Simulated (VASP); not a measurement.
Here is a VASP 6.6.1 calculation.

Contents of POSCAR:

```
SbAu
1.0
    3.5474168160      0.0000000000      0.0000000000
    0.0000000000      3.5474168160      0.0000000000
    0.0000000000      0.0000000000      3.5474168160
Sb Au
1 1
Direct
    0.5000000000      0.5000000000      0.5000000000
    0.0000000000      0.0000000000      0.0000000000
```

File INCAR.step1:

```
PREC = Accurate
ENCUT = 550
ISMEAR = -1
SIGMA = 0.1
LREAL = F
LASPH = T
NELM = 120
NBANDS = 15
GGA = PE
ALGO = Normal
EDIFF = 1E-5
LWAVE = T
LCHARG = F
GGA_COMPAT = F
```

Contents of INCAR.step2:

```
PREC = Accurate
ENCUT = 550
EDIFF = 1E-6
ISMEAR = -1
SIGMA = 0.1
LREAL = F
LASPH = T
NELM = 120
ALGO = Normal
ISIF = 2
LWAVE = F
LCHARG = F
METAGGA = R2SCAN
LMIXTAU = T
NBANDS = 15
ISTART = 1
GGA_COMPAT = F
```

The input KPOINTS:

```
Automatic mesh
0
Gamma
  5 5 5
```

Potentials or basis: VASP PAW PBE potentials, release 64 (Sb, Au).

Run with:

```console
$ cat potpaw_PBE.64/Sb/POTCAR potpaw_PBE.64/Au/POTCAR > POTCAR
$ cp INCAR.step1 INCAR
$ mpirun -np 1 vasp_std > vasp.out
$ cp INCAR.step2 INCAR
$ mpirun -np 1 vasp_std > vasp.out
```

**Question.** Predict the pressure.

**Answer.** -0.2 GPa.

**Question.** Predict the band gap on the k mesh.

**Answer.** Zero (band 8 reaches 11.61 eV, above the bottom of band 9 at 8.21 eV).

Caveat: the PAW data sets were made with another functional, which shifts forces and pressure a little; spin-orbit coupling is left out, which moves the levels of the heavy elements.
